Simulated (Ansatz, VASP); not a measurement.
**TeWS4 in VASP and in Ansatz**

```
Te W S
1.0
     0.00000    3.72594    3.72594
     3.72594    0.00000    3.72594
     3.72594    3.72594    0.00000
Te W S
1 1 4
Cartesian
  5.5889 5.5889 5.5889
  0.0000 0.0000 0.0000
  2.7644 2.7644 2.7644
  4.6875 2.7644 4.6875
  4.6875 4.6875 2.7644
  2.7644 4.6875 4.6875
```

Change from the starting cell: species swapped into the YbInCu4 type (F-43m, No. 216).

Alike in both runs: functional PBE; k mesh 10 × 10 × 10; occupations gaussian, width 0.1 eV; collinear spin.

Ansatz relaxed the structure, and its values are those at the end. VASP's run is a single point on that final structure, the one shown.

|  | VASP | Ansatz |
| --- | --- | --- |
| version | VASP 6.6.1 | Ansatz 0.2.0 |
| potentials or method | VASP PAW PBE potentials, release 64 (Te, W_sv, S), cutoff 520 eV | scalar-relativistic, plane waves, PAW |
| valence electrons in the cell | 44 | 54 |

Ansatz gave:

| Property | Result |
| --- | --- |
| gap on the k mesh at the Fermi level (eV) | none |
| pressure (GPa) | 0.0 |
| rms of the force components (eV/Å) | 0.000 |
| net moment per atom (μB) | 0.11 |
| size of the moment on the site where the two differ most (μB) | 0.87 |

Problem. What did VASP give for the same quantities?

Solution. gap on the k mesh at the Fermi level (eV): none; pressure (GPa): -0.7; rms of the force components (eV/Å): 0.003; net moment per atom (μB): 0.00; size of the moment on the site where the two differ most (μB): 0.00.

The net moments are unlike, so the other rows may belong to different states. Site moments also hang on the region over which each program counts them. A gap of «none» marks a metal or a gap that the smearing closes. VASP's potentials hold 44 valence electrons a cell and Ansatz's 54, so a difference there can come from the potentials and not from the codes.

Neither program's run includes spin-orbit coupling.
